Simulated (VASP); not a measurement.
# CdTe (I-4m2) in VASP: further runs

CdTe is run at these levels: PBE, HSE06; tasks: single point.

All numbers are computed with VASP 6.6.1; they aren't measurements. Logs are shortened: lines on timing, memory, paths and dates and some standing lists are left out, and cuts for length are marked.

### Step 1. The cell of the first run

Symmetry: I-4m2, No. 119, tetragonal system. The conventional cell has a = 4.639 Å, b = 4.639 Å, c = 6.298 Å, α = 90.00°, β = 90.00°, γ = 90.00°. Within 3.7 Å of Cd (site symmetry -4m2) lie 4 Te at 2.80 Å. Te (site symmetry -4m2) has 4 Cd at 2.80 Å within 3.7 Å.

### Step 2. Single point, PBE (uniaxial z strain -4.0%)

Contents of INCAR:

```
ALGO = Normal ; EDIFF = 1E-6
ENCUT = 500 ; GGA = PE
GGA_COMPAT = F ; ISIF = 2
ISMEAR = 0 ; LASPH = T
LCHARG = F ; LREAL = F
LWAVE = F ; NBANDS = 16
NELM = 120 ; PREC = Accurate
SIGMA = 0.01
```

Contents of KPOINTS:

```
k-points
0
Gamma
  4 4 4
```

Contents of POSCAR:

```
CdTe
1.0
    0.0000000000      3.2799551146      3.1487569100
    3.2799551146      0.0000000000      3.1487569100
    3.2799551146      3.2799551146      0.0000000000
Cd Te
1 1
Direct
    0.0000000000      0.0000000000      0.0000000000
    0.2500000000      0.2500000000      0.2500000000
```

Potentials or basis: VASP PAW PBE potentials, release 64 (Cd, Te).

Started as:

```bash
$ cat potpaw_PBE.64/Cd/POTCAR potpaw_PBE.64/Te/POTCAR > POTCAR
$ mpirun -np 1 vasp_std > vasp.out
```

OUTCAR:

```text
EDIFF = 1E-6
   ENCUT = 500
   GGA = PE
   ISIF = 2
   ISMEAR = 0
   LASPH = T
   LREAL = F
   NELM = 120
   PREC = Accurate

 ion  position               nearest neighbor table
   1  0.000  0.000  0.000-   2 2.80   2 2.80   2 2.80   2 2.80
   2  0.250  0.250  0.250-   1 2.80   1 2.80   1 2.80   1 2.80

  LATTYP: Found a body centered tetragonal cell.
 ALAT       =     4.6385570070
 C/A-ratio  =     1.3576450199

  Lattice vectors:

 A1 = (   0.0000000000,  -3.2799551146,  -3.1487569100)
 A2 = (   0.0000000000,   3.2799551146,  -3.1487569100)
 A3 = (   3.2799551146,   0.0000000000,   3.1487569100)

Analysis of symmetry for initial positions (statically):
=====================================================================
 Subroutine PRICEL returns:
 Original cell was already a primitive cell.

 Routine SETGRP: Setting up the symmetry group for a
 body centered tetragonal supercell.

 Subroutine GETGRP returns: Found  8 space group operations
 (whereof  8 operations were pure point group operations)
 out of a pool of 16 trial point group operations.

The static configuration has the point symmetry D_2d.

Analysis of symmetry for dynamics (positions and initial velocities):
=====================================================================
 Subroutine PRICEL returns:
 Original cell was already a primitive cell.

 Routine SETGRP: Setting up the symmetry group for a
 body centered tetragonal supercell.

 Subroutine GETGRP returns: Found  8 space group operations
 (whereof  8 operations were pure point group operations)
 out of a pool of 16 trial point group operations.

The dynamic configuration has the point symmetry D_2d.

 Subroutine INISYM returns: Found  8 space group operations
 (whereof  8 operations are pure point group operations),
 and found     1 'primitive' translations

----------------------------------------------------------------------------------------

                                     Primitive cell

  volume of cell :      67.7493

  direct lattice vectors                    reciprocal lattice vectors
     0.000000000  3.279955115  3.148756910    -0.152441110  0.152441110  0.158792823
     3.279955115  0.000000000  3.148756910     0.152441110 -0.152441110  0.158792823
     3.279955115  3.279955115  0.000000000     0.152441110  0.152441110 -0.158792823

  length of vectors
     4.546732413  4.546732413  4.638557007     0.267753142  0.267753142  0.267753142

  position of ions in fractional coordinates (direct lattice)
     0.000000000  0.000000000  0.000000000
     0.250000000  0.250000000  0.250000000

  ion indices of the primitive-cell ions
   primitive index   ion index
                 1           1
                 2           2

----------------------------------------------------------------------------------------

 KPOINTS: k-points

Automatic generation of k-mesh.
 Grid dimensions read from file:
 generate k-points for:    4    4    4

 Generating k-lattice:

  Cartesian coordinates                     Fractional coordinates (reciprocal lattice)
    -0.038110278  0.038110278  0.039698206     0.250000000  0.000000000  0.000000000
     0.038110278 -0.038110278  0.039698206     0.000000000  0.250000000  0.000000000
     0.038110278  0.038110278 -0.039698206     0.000000000  0.000000000  0.250000000

  Length of vectors
     0.066938286  0.066938286  0.066938286

  Shift w.r.t. Gamma in fractional coordinates (k-lattice)
     0.000000000  0.000000000  0.000000000

 Subroutine IBZKPT returns following result:
 ===========================================

 Found     13 irreducible k-points:

 Following reciprocal coordinates:
            Coordinates               Weight
  0.000000  0.000000  0.000000      1.000000
  0.250000  0.000000  0.000000      8.000000
  0.500000  0.000000  0.000000      4.000000
  0.250000  0.250000  0.000000      2.000000
  0.500000  0.250000  0.000000      8.000000
 -0.250000  0.250000  0.000000      4.000000
  0.500000  0.500000  0.000000      1.000000
  0.250000  0.000000  0.250000      4.000000
  0.500000  0.000000  0.250000     16.000000
 -0.250000 -0.000000  0.250000      8.000000
 -0.250000  0.500000  0.250000      4.000000
  0.500000  0.000000  0.500000      2.000000
 -0.250000  0.250000  0.500000      2.000000
   k-points           NKPTS =     13   k-points in BZ     NKDIM =     13   number of bands    NBANDS=     16
   number of dos      NEDOS =    301   number of ions     NIONS =      2
   total plane-waves  NPLWV =  46656
   dimension x,y,z NGX =    36 NGY =   36 NGZ =   36
   dimension x,y,z NGXF=    72 NGYF=   72 NGZF=   72
   ions per type =               1   1
   NGX,Y,Z   is equivalent  to a cutoff of  13.16, 13.16, 12.90 a.u.
   NGXF,Y,Z  is equivalent  to a cutoff of  26.33, 26.33, 25.80 a.u.
 SYSTEM =  unknown system
   PREC   = accura    normal or accurate (medium, high low for compatibility)
   ISTART =      0    job   : 0-new  1-cont  2-samecut
   ICHARG =      2    charge: 1-file 2-atom 10-const
   ISPIN  =      1    spin polarized calculation?
   LNONCOLLINEAR =      F non collinear calculations
   LSORBIT =      F    spin-orbit coupling
   LASPH  =      T    aspherical Exc in radial PAW
   ENCUT  =  500.0 eV  36.75 Ry    6.06 a.u.   8.29  8.29  8.46*2*pi/ulx,y,z
   NELM   =    120;   NELMIN=  2; NELMDL= -5     # of ELM steps
   EDIFF  = 0.1E-05   stopping-criterion for ELM
   LREAL  =      F    real-space projection
   EDIFFG = 0.1E-04   stopping-criterion for IOM
   NSW    =      0    number of steps for IOM
   IBRION =     -1    ionic relax: 0-MD 1-quasi-New 2-CG
   NFREE  =      0    steps in history (QN), initial steepest desc. (CG)
   ISIF   =      2    stress and relaxation
   ISYM   =      2    0-nonsym 1-usesym 2-fastsym
   POTIM  = 0.5000    time-step for ionic-motion
   TEBEG  =    0.0;   TEEND  =   0.0 temperature during run
   PSTRESS=    0.0 pullay stress
   NELECT =      18.0000    total number of electrons
   NUPDOWN=      -1.0000    fix difference up-down
   EMIN   =  10.00;   EMAX   =-10.00  energy-range for DOS
   EFERMI =   0.00;   METHOD = LEGACY
   ISMEAR =     0;   SIGMA  =   0.01  broadening in eV -4-tet -1-fermi 0-gaus
   EFERMI_NEDOS =   21; number of points for ismear=-14 and -15
   IALGO  =     38    algorithm
   IMIX   =      4    mixing-type and parameters
     AMIX     =   0.40;   BMIX     =  1.00
     AMIX_MAG =   1.60;   BMIX_MAG =  1.00
  volume/ion in A,a.u.               =      33.87       228.60
  Fermi-wavevector in a.u.,A,eV,Ry     =   1.052440  1.988823 15.070221  1.107630
  Thomas-Fermi vector in A             =   2.187523
   LORBIT       =      0    0 simple, 1 ext, 2 COOP (PROOUT), +10 PAW based schemes
   GGA     = PE    functional components
   LHFCALC =     F    Hartree Fock is set to
   AEXX    =    0.0000 exact exchange contribution
   IVDW    =     0    specifies the selected vdW correction
   LEPSILON=     F    determine dielectric tensor
   LRPA    =     F    only Hartree local field effects (RPA)
 non-spin polarized calculation
 Gauss-broadening in eV      SIGMA  =   0.01
  energy-cutoff  :      500.00
  volume of cell :       67.75
 maximum number of plane-waves:      1727
 NGX is ok and might be reduce to    36
   NGX = 17   NGY = 17   NGZ = 17

 number of electron      17.9999998 magnetization

 Free energy of the ion-electron system (eV)
  ---------------------------------------------------
  ext. energy  EPLUGINS =         0.00000000
  ---------------------------------------------------
  free energy    TOTEN  =        -4.70398491 eV

  energy without entropy =       -4.70398491  energy(sigma->0) =       -4.70398491

 E-fermi :   2.5843     XC(G=0):  -8.5923

 val. band max:        2.4956476918   @ k =   0.0000   0.0000   0.0000
 cond. band min:       3.1806567232   @ k =   0.0000   0.0000   0.0000
 fundamental gap:      0.6850090315
 Fermi energy:         2.5842633413

 k-point     1 :       0.0000    0.0000    0.0000
  band No.  band energies     occupation
      1      -8.7771      2.00000
      2      -5.9202      2.00000
      3      -5.9202      2.00000
      4      -5.9103      2.00000
      5      -5.6599      2.00000
      6      -5.6533      2.00000
[... 8 lines left out ...]
     15      11.4860      0.00000
     16      11.9922      0.00000

 k-point     2 :       0.2500    0.0000    0.0000
  band No.  band energies     occupation
      1      -8.5748      2.00000
      2      -5.8851      2.00000
      3      -5.8773      2.00000
      4      -5.7192      2.00000
      5      -5.6573      2.00000
      6      -5.6539      2.00000
[... 8 lines left out ...]
     15      10.7895      0.00000
     16      11.0433      0.00000

 k-point     3 :       0.5000    0.0000    0.0000
  band No.  band energies     occupation
      1      -8.3761      2.00000
      2      -5.8593      2.00000
      3      -5.8480      2.00000
      4      -5.6520      2.00000
      5      -5.6436      2.00000
      6      -5.2964      2.00000
[... 8 lines left out ...]
     15      12.5845      0.00000
     16      12.8633      0.00000

 k-point     4 :       0.2500    0.2500    0.0000
  band No.  band energies     occupation
      1      -8.5012      2.00000
      2      -5.8421      2.00000
      3      -5.8421      2.00000
      4      -5.7634      2.00000
      5      -5.6415      2.00000
      6      -5.6024      2.00000
[... 8 lines left out ...]
     15      12.0692      0.00000
     16      13.2570      0.00000
[... 115 lines left out ...]
 k-point    11 :      -0.2500    0.5000    0.2500
  band No.  band energies     occupation
      1      -8.2539      2.00000
      2      -5.7992      2.00000
      3      -5.7839      2.00000
      4      -5.6876      2.00000
      5      -5.6566      2.00000
      6      -5.0633      2.00000
[... 8 lines left out ...]
     15      13.6629      0.00000
     16      13.8075      0.00000

 k-point    12 :       0.5000    0.0000    0.5000
  band No.  band energies     occupation
      1      -8.2595      2.00000
      2      -5.7650      2.00000
      3      -5.7577      2.00000
      4      -5.7402      2.00000
      5      -5.6279      2.00000
      6      -5.1774      2.00000
[... 8 lines left out ...]
     15      13.1263      0.00000
     16      13.9016      0.00000

 k-point    13 :      -0.2500    0.2500    0.5000
  band No.  band energies     occupation
      1      -8.2617      2.00000
      2      -5.7993      2.00000
      3      -5.7831      2.00000
      4      -5.6844      2.00000
      5      -5.6555      2.00000
      6      -5.0866      2.00000
[... 8 lines left out ...]
     15      13.2048      0.00000
     16      13.5737      0.00000

------------------------ aborting loop because EDIFF is reached ----------------------------------------

  FORCE on cell =-STRESS in cart. coord.  units (eV):
  Direction    XX          YY          ZZ          XY          YZ          ZX
  --------------------------------------------------------------------------------------
  -------------------------------------------------------------------------------------
  Total        1.2467282      1.2467282      1.4715408      0.0000000      0.0000000      0.0000000
  in kB       29.4833923     29.4833923     34.7998970      0.0000000      0.0000000      0.0000000
  external PRESSURE =      31.2555605 kB  Pullay stress =       0.0000000 kB

 VOLUME and BASIS-vectors are now :
 -----------------------------------------------------------------------------
  energy-cutoff  :      500.00
  volume of cell :       67.75
      direct lattice vectors                 reciprocal lattice vectors
     0.000000000  3.279955115  3.148756910    -0.152441110  0.152441110  0.158792823
     3.279955115  0.000000000  3.148756910     0.152441110 -0.152441110  0.158792823
     3.279955115  3.279955115  0.000000000     0.152441110  0.152441110 -0.158792823

 POSITION                                       TOTAL-FORCE (eV/Angst)
 -----------------------------------------------------------------------------------
      0.00000      0.00000      0.00000        -0.000000     -0.000000     -0.000000
      1.63998      1.63998      1.57438         0.000000      0.000000      0.000000
 -----------------------------------------------------------------------------------
    total drift:                                0.000000      0.000000      0.000000

  FREE ENERGIE OF THE ION-ELECTRON SYSTEM (eV)
  ---------------------------------------------------
  free  energy   TOTEN  =        -4.7039849075 eV

  energy  without entropy=       -4.7039849075  energy(sigma->0) =       -4.70398491
```

Run time: 9 s. Hardware: 1 thread of Intel Xeon 6975P-C (Granite Rapids), shared host; peak memory 0.2 GiB.

What came out:

| Quantity | Value |
| --- | --- |
| Free energy | -4.7040 eV |
| Pressure | 3.1 GPa |
| Band gap on the k mesh | 0.69 eV, direct |

Stress tensor (GPa, compression positive):
```
2.95 0.00 0.00
0.00 2.95 0.00
0.00 0.00 3.48
```

Levels at points of the mesh, in eV from the valence-band top:
```
           k point  band 5  band 6  band 7  band 8  band 9  band 10  band 11  band 12  band 13  band 14
(0.00, 0.00, 0.00)   -8.16   -8.15   -0.13   -0.13    0.00     0.69     4.50     4.51     4.51     7.38
(0.50, 0.00, 0.00)   -8.14   -7.79   -4.54   -0.96   -0.77     1.71     4.97     5.23     7.01     8.57
(0.50, 0.50, 0.00)   -8.12   -7.60   -4.29   -2.08   -2.08     2.37     2.40     8.98     9.05     9.05
(0.50, 0.00, 0.50)   -8.12   -7.67   -4.49   -1.93   -1.87     2.55     2.68     8.67     8.87     9.15
```

Caveat: the k points lie up to 0.42 Å⁻¹ apart; the cell differs from its parent crystal (uniaxial z strain -4.0%); spin-orbit coupling is left out, which moves the levels of the heavy elements.

### Step 3. Single point, HSE06 (uniaxial z strain -4.0%)

POSCAR is that of step 2.

Contents of INCAR.step1:

```
SYSTEM = CdTe
  ALGO = Normal
  EDIFF = 1E-5
  ENCUT = 520
  GGA = PE
  ISIF = 2
  ISMEAR = 0
  LASPH = .TRUE.
  LCHARG = .FALSE.
  LREAL = .FALSE.
  LWAVE = .TRUE.
  NBANDS = 16
  NELM = 80
  PREC = Accurate
  SIGMA = 0.01
```

Contents of INCAR.step2:

```
SYSTEM = CdTe
  ALGO = Normal
  EDIFF = 1E-7
  ENCUT = 520
  GGA = PE
  HFSCREEN = 0.2079
  ISIF = 2
  ISMEAR = 0
  ISTART = 1
  LASPH = .TRUE.
  LCHARG = .FALSE.
  LHFCALC = .TRUE.
  LREAL = .FALSE.
  LWAVE = .FALSE.
  NBANDS = 16
  NELM = 80
  PREC = Accurate
  PRECFOCK = Normal
  SIGMA = 0.01
```

Contents of KPOINTS:

```
k-points
0
G
  4 4 4
  0 0 0
```

Potentials or basis: VASP PAW PBE potentials, release 64 (Cd, Te).

Started as:

```bash
$ cat potpaw_PBE.64/Cd/POTCAR potpaw_PBE.64/Te/POTCAR > POTCAR
$ cp INCAR.step1 INCAR
$ mpirun -np 1 vasp_std > vasp.out
$ cp INCAR.step2 INCAR
$ mpirun -np 1 vasp_std > vasp.out
```

Run time: 20 min. Hardware: 1 thread of Intel Xeon Platinum 8488C (Sapphire Rapids), shared host; peak memory 0.32 GiB.

Results (log left out):

| Property | Result |
| --- | --- |
| Free energy | -5.9706 eV |
| Pressure | 2.0 GPa |
| Band gap on the k mesh | 1.49 eV, direct |

Stress tensor (GPa, compression positive):
```
1.79 0.00 0.00
0.00 1.79 0.00
0.00 0.00 2.42
```

Levels at points of the mesh, in eV from the valence-band top:
| k point | band 6 | band 7 | band 8 | band 9 | band 10 | band 11 | band 12 | band 13 |
| --- | --- | --- | --- | --- | --- | --- | --- | --- |
| (0.00, 0.00, 0.00) | -9.43 | -0.13 | -0.13 | 0.00 | 1.49 | 5.39 | 5.39 | 5.39 |
| (0.50, 0.00, 0.00) | -8.98 | -4.84 | -1.02 | -0.82 | 2.53 | 5.84 | 6.12 | 7.91 |
| (0.50, 0.50, 0.00) | -8.73 | -4.56 | -2.22 | -2.22 | 3.08 | 3.17 | 10.13 | 10.30 |
| (0.50, 0.00, 0.50) | -8.82 | -4.78 | -2.07 | -1.99 | 3.23 | 3.50 | 9.81 | 10.10 |

Caveat: the k points lie up to 0.42 Å⁻¹ apart; the cell differs from its parent crystal (uniaxial z strain -4.0%); the PAW data sets were made with another functional, which shifts forces and pressure a little; spin-orbit coupling is left out, which moves the levels of the heavy elements.
